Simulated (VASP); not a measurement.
Write the native input for VASP 6.6.1 that does the following.

```
Task                   : single point
Functional             : LDA
Potentials or basis    : VASP PAW LDA potentials, release 64 (Mg_sv, O)
Cutoff                 : 840 eV
k mesh                 : 7 × 7 × 6
Occupations            : gaussian, width 0.01 eV
Spin                   : no spin polarisation
Dipole correction      : no
Further INCAR settings : ALGO = Normal; EDIFF = 1e-06; NBANDS = 15
```

The structure of MgO lies in POSCAR:

```
MgO
1.0
    2.9380200000      0.0000000000      0.0000000000
   -1.4690100000      2.5444000000      0.0000000000
    0.0000000000      0.0000000000      2.6796800000
Mg O
1 1
Direct
    0.0000000000      0.0000000000      0.0000000000
    0.3333333333      0.6666666667      0.5000000000
```

One way to write it, as run:

INCAR

```
PREC = Accurate
ENCUT = 840
EDIFF = 1E-6
ISMEAR = 0
SIGMA = 0.01
LREAL = False
LASPH = True
NELM = 120
ALGO = Normal
ISIF = 2
LWAVE = False
LCHARG = True
LELF = True
LVHAR = True
NBANDS = 15
GGA_COMPAT = False
```

KPOINTS

```
Automatic mesh
0
Gamma
  7 7 6
```

Potentials or basis: VASP PAW LDA potentials, release 64 (Mg_sv, O).

The run is started by

```bash
$ cat potpaw_LDA.64/Mg_sv/POTCAR potpaw_LDA.64/O/POTCAR > POTCAR
$ mpirun -np 1 vasp_std > vasp.out
```

It gave:

```
Pressure               : -9.0 GPa
Band gap on the k mesh : 2.97 eV (least direct gap 3.36 eV)
```

Caveat: the cell stands under tension.

It took 6.5 s on 1 thread of Intel(R) Xeon(R) 6975P-C (Granite Rapids) (shared host), peak memory 0.14 GiB.
